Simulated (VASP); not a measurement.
# HPbNO4 (P1) in VASP: further runs

Runs on HPbNO4. Level: BLYP. Tasks: single point, relaxation of cell and atoms.

Program: VASP 6.6.1. These are calculated values, not measurements. Logs are shortened: lines on timing, memory, paths and dates and some standing lists are left out, and cuts for length are marked.

### Step 1. The cell of the first run

The typed cell holds 7 atoms: a = 4.263 Å, b = 4.432 Å, c = 6.811 Å, α = 71.70°, β = 72.00°, γ = 61.75°.

### Step 2. Single point, BLYP

The input, INCAR:

```
SYSTEM = HPbNO4
PREC = Accurate ; ENCUT = 520
EDIFF = 1E-7 ; ISMEAR = -1
SIGMA = 0.05 ; LREAL = .False.
LASPH = .True. ; NELM = 100
ALGO = Normal ; ISIF = 2
LWAVE = .False. ; LCHARG = .False.
GGA = B5 ; ALDAX = 1.0
AGGAX = 1.0 ; AGGAC = 1.0
ALDAC = 0.0 ; NBANDS = 31
```

The input, KPOINTS:

```
Automatic mesh
0
Gamma
  5 5 3
  0 0 0
```

The input, POSCAR:

```
HPbNO4
1.0
    4.2567178861      0.1389665706      0.1754068282
    1.9659558083      3.9704673081      0.1295268828
    1.8006107240      1.2851716218      6.4414985128
H Pb N O
1 1 1 4
Direct
    0.8912662513      0.6836409973      0.6310634355
    0.1453158982      0.9266599496      0.8835539527
    0.2565950892      0.2880162303      0.3007368532
    0.8304760282      0.6529391873      0.7851899199
    0.3835517711      0.2253389558      0.1123739679
    0.3067138457      0.0372480185      0.4562461197
    0.0848111162      0.6019566613      0.3223357511
```

Potentials or basis: VASP PAW PBE potentials, release 64 (H, Pb_d, N, O).

Command:

```console
> cat potpaw_PBE.64/H/POTCAR potpaw_PBE.64/Pb_d/POTCAR potpaw_PBE.64/N/POTCAR potpaw_PBE.64/O/POTCAR > POTCAR
> mpirun -np 1 vasp_std > vasp.out
```

OUTCAR:

```text
SYSTEM = HPbNO4
   PREC = Accurate
   ENCUT = 520
   EDIFF = 1E-7
   ISMEAR = -1
   LREAL = .False.
   LASPH = .True.
   NELM = 100
   ISIF = 2
   GGA = B5

 ion  position               nearest neighbor table
   1  0.891  0.684  0.631-   4 0.98
   2  0.145  0.927  0.884-   4 2.52   4 2.53   6 2.71   4 2.78   5 2.84   7 2.87   5 2.96   5 2.97

   3  0.257  0.288  0.301-   6 1.26   7 1.26   5 1.29
   4  0.830  0.653  0.785-   1 0.98   2 2.52   2 2.53   2 2.78
   5  0.384  0.225  0.112-   3 1.29   2 2.84   2 2.96   2 2.97
   6  0.307  0.037  0.456-   3 1.26   2 2.71
   7  0.085  0.602  0.322-   3 1.26   2 2.87

  LATTYP: Found a triclinic cell.
 ALAT       =     4.4643133591
 B/A-ratio  =     0.9548156378
 C/A-ratio  =     1.5369494336
 COS(alpha) =     0.0010315150
 COS(beta)  =     0.3329749977
 COS(gamma) =     0.4848626311

  Lattice vectors:

 A1 = (   2.2907620778,  -3.8315007375,   0.0458799454)
 A2 = (   4.2567178861,   0.1389665706,   0.1754068282)
 A3 = (  -0.1653450843,  -2.6852956863,   6.3119716300)

Analysis of symmetry for initial positions (statically):
=====================================================================
 Subroutine PRICEL returns:
 Original cell was already a primitive cell.

 Routine SETGRP: Setting up the symmetry group for a
 triclinic supercell.

 Subroutine GETGRP returns: Found  1 space group operations
 (whereof  1 operations were pure point group operations)
 out of a pool of  2 trial point group operations.

The static configuration has the point symmetry C_1 .

Analysis of symmetry for dynamics (positions and initial velocities):
=====================================================================
 Subroutine PRICEL returns:
 Original cell was already a primitive cell.

 Routine SETGRP: Setting up the symmetry group for a
 triclinic supercell.

 Subroutine GETGRP returns: Found  1 space group operations
 (whereof  1 operations were pure point group operations)
 out of a pool of  2 trial point group operations.

The dynamic configuration has the point symmetry C_1 .

 Subroutine INISYM returns: Found  1 space group operations
 (whereof  1 operations are pure point group operations),
 and found     1 'primitive' translations

----------------------------------------------------------------------------------------

                                     Primitive cell

  volume of cell :     105.6219

  direct lattice vectors                    reciprocal lattice vectors
     4.256717886  0.138966571  0.175406828     0.240568362 -0.117688379 -0.043766246
     1.965955808  3.970467308  0.129526883    -0.006340777  0.256611503 -0.049425231
     1.800610724  1.285171622  6.441498513    -0.006423355 -0.001955250  0.157429019

  length of vectors
     4.262596207  4.432422599  6.810783227     0.271365391  0.261404901  0.157572138

  position of ions in fractional coordinates (direct lattice)
     0.891266251  0.683640997  0.631063436
     0.145315898  0.926659950  0.883553953
     0.256595089  0.288016230  0.300736853
     0.830476028  0.652939187  0.785189920
     0.383551771  0.225338956  0.112373968
     0.306713846  0.037248019  0.456246120
     0.084811116  0.601956661  0.322335751

  ion indices of the primitive-cell ions
   primitive index   ion index
                 1           1
                 2           2
                 3           3
                 4           4
                 5           5
                 6           6
                 7           7

----------------------------------------------------------------------------------------

 KPOINTS: Automatic mesh

Automatic generation of k-mesh.
 Grid dimensions read from file:
 generate k-points for:    5    5    3

 Generating k-lattice:

  Cartesian coordinates                     Fractional coordinates (reciprocal lattice)
     0.048113672 -0.023537676 -0.008753249     0.200000000  0.000000000  0.000000000
    -0.001268155  0.051322301 -0.009885046     0.000000000  0.200000000  0.000000000
    -0.002141118 -0.000651750  0.052476340     0.000000000 -0.000000000  0.333333333

  Length of vectors
     0.054273078  0.052280980  0.052524046

  Shift w.r.t. Gamma in fractional coordinates (k-lattice)
     0.000000000  0.000000000  0.000000000

 Subroutine IBZKPT returns following result:
 ===========================================

 Found     38 irreducible k-points:

 Following reciprocal coordinates:
            Coordinates               Weight
  0.000000  0.000000  0.000000      1.000000
  0.200000  0.000000  0.000000      2.000000
  0.400000  0.000000  0.000000      2.000000
 -0.000000  0.200000 -0.000000      2.000000
  0.200000  0.200000 -0.000000      2.000000
  0.400000  0.200000 -0.000000      2.000000
[... 16 lines left out ...]
 -0.200000  0.200000  0.333333      2.000000
 -0.000000  0.400000  0.333333      2.000000
 [... further k-points ...]
   k-points           NKPTS =     38   k-points in BZ     NKDIM =     38   number of bands    NBANDS=     31
   number of dos      NEDOS =    301   number of ions     NIONS =      7
   total plane-waves  NPLWV =  62208
   dimension x,y,z NGX =    32 NGY =   36 NGZ =   54
   dimension x,y,z NGXF=    64 NGYF=   72 NGZF=  108
   ions per type =               1   1   1   4
   NGX,Y,Z   is equivalent  to a cutoff of  12.48, 13.50, 13.18 a.u.
   NGXF,Y,Z  is equivalent  to a cutoff of  24.96, 27.00, 26.36 a.u.
 SYSTEM =  HPbNO4
   PREC   = accura    normal or accurate (medium, high low for compatibility)
   ISTART =      0    job   : 0-new  1-cont  2-samecut
   ICHARG =      2    charge: 1-file 2-atom 10-const
   ISPIN  =      1    spin polarized calculation?
   LNONCOLLINEAR =      F non collinear calculations
   LSORBIT =      F    spin-orbit coupling
   LASPH  =      T    aspherical Exc in radial PAW
   ENCUT  =  520.0 eV  38.22 Ry    6.18 a.u.   7.93  8.24 12.66*2*pi/ulx,y,z
   NELM   =    100;   NELMIN=  2; NELMDL= -5     # of ELM steps
   EDIFF  = 0.1E-06   stopping-criterion for ELM
   LREAL  =      F    real-space projection
   EDIFFG = 0.1E-05   stopping-criterion for IOM
   NSW    =      0    number of steps for IOM
   IBRION =     -1    ionic relax: 0-MD 1-quasi-New 2-CG
   NFREE  =      0    steps in history (QN), initial steepest desc. (CG)
   ISIF   =      2    stress and relaxation
   ISYM   =      2    0-nonsym 1-usesym 2-fastsym
   POTIM  = 0.5000    time-step for ionic-motion
   TEBEG  =    0.0;   TEEND  =   0.0 temperature during run
   PSTRESS=    0.0 pullay stress
   NELECT =      44.0000    total number of electrons
   NUPDOWN=      -1.0000    fix difference up-down
   EMIN   =  10.00;   EMAX   =-10.00  energy-range for DOS
   EFERMI =   0.00;   METHOD = LEGACY
   ISMEAR =    -1;   SIGMA  =   0.05  broadening in eV -4-tet -1-fermi 0-gaus
   EFERMI_NEDOS =   21; number of points for ismear=-14 and -15
   IALGO  =     38    algorithm
   IMIX   =      4    mixing-type and parameters
     AMIX     =   0.40;   BMIX     =  1.00
     AMIX_MAG =   1.60;   BMIX_MAG =  1.00
  volume/ion in A,a.u.               =      15.09       101.82
  Fermi-wavevector in a.u.,A,eV,Ry     =   1.222666  2.310503 20.339501  1.494911
  Thomas-Fermi vector in A             =   2.357804
   LORBIT       =      0    0 simple, 1 ext, 2 COOP (PROOUT), +10 PAW based schemes
   GGA     = B5    functional components
   LHFCALC =     F    Hartree Fock is set to
   AEXX    =    0.0000 exact exchange contribution
   IVDW    =     0    specifies the selected vdW correction
   LEPSILON=     F    determine dielectric tensor
   LRPA    =     F    only Hartree local field effects (RPA)
 non-spin polarized calculation
  energy-cutoff  :      520.00
  volume of cell :      105.62
 maximum number of plane-waves:      2861
   NGX = 15   NGY = 17   NGZ = 25

 number of electron      44.0000002 magnetization

 Free energy of the ion-electron system (eV)
  ---------------------------------------------------
  ext. energy  EPLUGINS =         0.00000000
  ---------------------------------------------------
  free energy    TOTEN  =       -38.27818266 eV

  energy without entropy =      -38.27818266  energy(sigma->0) =      -38.27818266

 E-fermi :   1.9212     XC(G=0):  -8.1739

 val. band max:        0.7283782710   @ k =   0.2000  -0.4000   0.3333
 cond. band min:       3.5926552873   @ k =  -0.2000   0.4000   0.3333
 fundamental gap:      2.8642770163
 Fermi energy:         1.9211687026

 k-point     1 :       0.0000    0.0000    0.0000
  band No.  band energies     occupation
      1     -24.7542      2.00000
      2     -19.4662      2.00000
      3     -19.1074      2.00000
      4     -16.6607      2.00000
      5     -14.5213      2.00000
      6     -14.5028      2.00000
[... 23 lines left out ...]
     30      12.1637      0.00000
     31      12.8694      0.00000

 k-point     2 :       0.2000    0.0000    0.0000
  band No.  band energies     occupation
      1     -24.7461      2.00000
      2     -19.4804      2.00000
      3     -19.1107      2.00000
      4     -16.6562      2.00000
      5     -14.5261      2.00000
      6     -14.5182      2.00000
[... 23 lines left out ...]
     30      11.5568      0.00000
     31      12.2302      0.00000

 k-point     3 :       0.4000    0.0000    0.0000
  band No.  band energies     occupation
      1     -24.7327      2.00000
      2     -19.5043      2.00000
      3     -19.1142      2.00000
      4     -16.6515      2.00000
      5     -14.5318      2.00000
      6     -14.5185      2.00000
[... 703 lines left out ...]
     30      11.6071      0.00000
     31      12.0588      0.00000

 k-point    24 :      -0.0000    0.4000    0.3333
  band No.  band energies     occupation
      1     -24.7193      2.00000
      2     -19.5530      2.00000
      3     -19.1243      2.00000
      4     -16.6507      2.00000
      5     -14.5259      2.00000
      6     -14.5112      2.00000
[... 23 lines left out ...]
     30      11.5340      0.00000
     31      12.6374      0.00000

 [... further k-points ...]

------------------------ aborting loop because EDIFF is reached ----------------------------------------

  FORCE on cell =-STRESS in cart. coord.  units (eV):
  Direction    XX          YY          ZZ          XY          YZ          ZX
  --------------------------------------------------------------------------------------
  -------------------------------------------------------------------------------------
  Total       -0.0972735      0.9047959      0.9605944     -0.0377020     -0.0628583     -0.0372948
  in kB       -1.4755396     13.7248340     14.5712404     -0.5719010     -0.9534966     -0.5657249
  external PRESSURE =       8.9401783 kB  Pullay stress =       0.0000000 kB

 VOLUME and BASIS-vectors are now :
 -----------------------------------------------------------------------------
  energy-cutoff  :      520.00
  volume of cell :      105.62
      direct lattice vectors                 reciprocal lattice vectors
     4.256717886  0.138966571  0.175406828     0.240568362 -0.117688379 -0.043766246
     1.965955808  3.970467308  0.129526883    -0.006340777  0.256611503 -0.049425231
     1.800610724  1.285171622  6.441498513    -0.006423355 -0.001955250  0.157429019

 POSITION                                       TOTAL-FORCE (eV/Angst)
 -----------------------------------------------------------------------------------
      6.27418      3.64926      4.30988         0.006361     -0.013449     -0.158703
      4.03128      4.83499      5.83693        -0.000504      0.012397      0.007555
      2.19999      1.56572      2.01951         0.004851     -0.041876     -0.071982
      6.23257      3.71699      5.28804        -0.005255      0.005727      0.135765
      2.27802      1.09242      0.82032         0.026319     -0.161193     -0.404554
      2.20034      0.77687      2.99753         0.000391     -0.338339      0.427188
      2.12484      2.81609      2.16917        -0.032163      0.536734      0.064730
 -----------------------------------------------------------------------------------
    total drift:                               -0.000148     -0.000162      0.000516

  FREE ENERGIE OF THE ION-ELECTRON SYSTEM (eV)
  ---------------------------------------------------
  free  energy   TOTEN  =       -38.2781826620 eV

  energy  without entropy=      -38.2781826620  energy(sigma->0) =      -38.27818266
```

Wall time 2.6 min (1 thread of Intel Xeon Platinum 8488C (Sapphire Rapids), shared host); peak memory 0.3 GiB.

What came out:

| Item | Value |
| --- | --- |
| Free energy | -38.2782 eV |
| Pressure | 0.9 GPa |
| Largest force | 0.545 eV/Å |
| Band gap on the k mesh | 2.86 eV |

Forces on the atoms (eV/Å):
```
H    0.006 -0.013 -0.159
Pb  -0.001  0.012  0.008
N    0.005 -0.042 -0.072
O   -0.005  0.006  0.136
O    0.026 -0.161 -0.405
O    0.000 -0.338  0.427
O   -0.032  0.537  0.065
```

Caveat: the standard files for N, O and F lose accuracy on very short bonds; the PAW data sets were made with another functional, which shifts forces and pressure a little; spin-orbit coupling is left out, which moves the levels of the heavy elements; an odd mesh through Γ misses points on the zone boundary, where band edges can lie.

[end of part 1 of 3]
